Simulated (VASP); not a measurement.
A run of VASP 6.6.1:

POSCAR

```
Co
1.0
    2.5359998200      0.0000000000      0.0000000000
   -1.2679999100      2.1962402600      0.0000000000
    0.0000000000      0.0000000000      4.1360000000
Co
2
Direct
    0.3333333300      0.6666666700      0.2500000000
    0.6666666700      0.3333333300      0.7500000000
```

File INCAR.step1:

```
SYSTEM = Co
ALGO     = Normal         ! electronic algorithm
EDIFF    = 1E-4           ! SCF threshold, eV
ENCUT    = 520            ! plane-wave cutoff, eV
GGA      = PE             ! functional
ISMEAR   = -1             ! smearing method
ISPIN    = 2              ! spin polarisation
LASPH    = .True.         ! aspherical terms in the spheres
LCHARG   = .False.        ! write CHGCAR
LMAXMIX  = 4              ! l up to which the mixer works
LREAL    = .False.        ! projectors in reciprocal space
LWAVE    = .True.         ! write WAVECAR
MAGMOM   = 3 -3           ! initial moments
NBANDS   = 20             ! bands
NELM     = 150            ! most SCF steps
PREC     = Accurate       ! precision mode
SIGMA    = 0.1            ! smearing width, eV
```

Contents of INCAR.step2:

```
SYSTEM = Co
ALGO     = Normal         ! electronic algorithm
EDIFF    = 1E-6           ! SCF threshold, eV
ENCUT    = 520            ! plane-wave cutoff, eV
ISIF     = 2              ! what is computed and relaxed
ISMEAR   = -1             ! smearing method
ISPIN    = 2              ! spin polarisation
ISTART   = 1            
LASPH    = .True.         ! aspherical terms in the spheres
LCHARG   = .False.        ! write CHGCAR
LMAXMIX  = 4              ! l up to which the mixer works
LMIXTAU  = .True.       
LORBIT   = 11             ! projections on sites
LREAL    = .False.        ! projectors in reciprocal space
LWAVE    = .False.        ! write WAVECAR
MAGMOM   = 3 -3           ! initial moments
METAGGA  = R2SCAN         ! meta-GGA
NBANDS   = 20             ! bands
NELM     = 150            ! most SCF steps
PREC     = Accurate       ! precision mode
SIGMA    = 0.1            ! smearing width, eV
```

KPOINTS

```
k-points
0
Gamma
  14 14 8
  0 0 0
```

Potentials or basis: VASP PAW PBE potentials, release 64 (Co).

Command:

```sh
$ cat potpaw_PBE.64/Co/POTCAR > POTCAR
$ cp INCAR.step1 INCAR
$ mpirun -np 1 vasp_std > vasp.out
$ cp INCAR.step2 INCAR
$ mpirun -np 1 vasp_std > vasp.out
```

Hardware: 1 thread of Intel Xeon 8259CL, on a shared host.

Question: Estimate the wall time of this run.

Answer: Run time: 11 min on 1 thread of Intel Xeon 8259CL, with other jobs on the host, peak memory 0.21 GiB. Counts: k points 120.
